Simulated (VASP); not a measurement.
Here is a VASP 6.6.1 calculation.

Contents of INCAR:

```
SYSTEM = Mg
  PREC = Accurate
  ENCUT = 520
  EDIFF = 1E-6
  ISMEAR = -1
  SIGMA = 0.1
  LREAL = .False.
  LASPH = .True.
  NELM = 80
  ALGO = Normal
  ISIF = 2
  LWAVE = .False.
  LCHARG = .True.
  GGA = PS
  LELF = .True.
  LVHAR = .True.
  NBANDS = 7
```

KPOINTS

```
Automatic mesh
0
Gamma
  13 13 13
  0 0 0
```

The input POSCAR:

```
Mg
1.0
    2.6494692793      0.0497886052     -0.0000000837
   -1.0411110402      2.4368533336     -0.0000000837
   -0.8041790521     -1.2433208651      2.1976386523
Mg
1
Direct
    0.0000000000      0.0000000000      0.0000000000
```

Potentials or basis: VASP PAW PBE potentials, release 64 (Mg).

Command:

```sh
$ cat potpaw_PBE.64/Mg/POTCAR > POTCAR
$ mpirun -np 1 vasp_std > vasp.out
```

**Question.** What does it give for the pressure?

**Answer.** 40.7 GPa.

**Question.** What does it give for the band gap on the k mesh?

**Answer.** Zero (bands 1 and 2 overlap by 4.38 eV).

Caveat: the cell stands under pressure; the PAW data sets were made with another functional, which shifts forces and pressure a little.
